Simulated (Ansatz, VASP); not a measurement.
# One calculation of Bi2Se3, two programs

```
CELL_PARAMETERS angstrom
2.07150 1.19598 9.54533
-2.07150 1.19598 9.54533
0.00000 -2.39196 9.54533
ATOMIC_POSITIONS crystal
Bi 0.40080 0.40080 0.40080
Bi 0.59920 0.59920 0.59920
Se 0.00000 0.00000 0.00000
Se 0.21170 0.21170 0.21170
Se 0.78830 0.78830 0.78830
```

Alike in both runs: task single point; functional PBEsol; k mesh 6 × 6 × 6; occupations gaussian, width 0.1 eV; no spin polarisation.

```csv
,VASP,Ansatz
version,VASP 6.6.1,Ansatz 0.2.0
potentials or method,"VASP PAW PBE potentials, release 64 (Bi_d, Se), cutoff 520 eV","scalar-relativistic, plane waves, PAW"
valence electrons in the cell,48,78
```

|  | VASP | Ansatz | Ansatz less VASP |
| --- | --- | --- | --- |
| gap on the k mesh at the Fermi level (eV) | 0.14 | 0.14 | +0.002 |
| least direct gap on the mesh (eV) | 0.14 | 0.14 | +0.002 |
| pressure (GPa) | -0.3 | -0.3 | -0.05 |
| rms of the force components (eV/Å) | 0.079 | 0.072 | -0.0067 |

VASP's potentials were made for PBE, not for PBEsol. Atom by atom the forces differ by 0.008 eV/Å (rms over components). With one functional, cell and mesh, what is left measures potentials, basis and numerics. VASP's potentials hold 48 valence electrons a cell and Ansatz's 78, so a difference there can come from the potentials and not from the codes.

Spin-orbit coupling is off throughout.
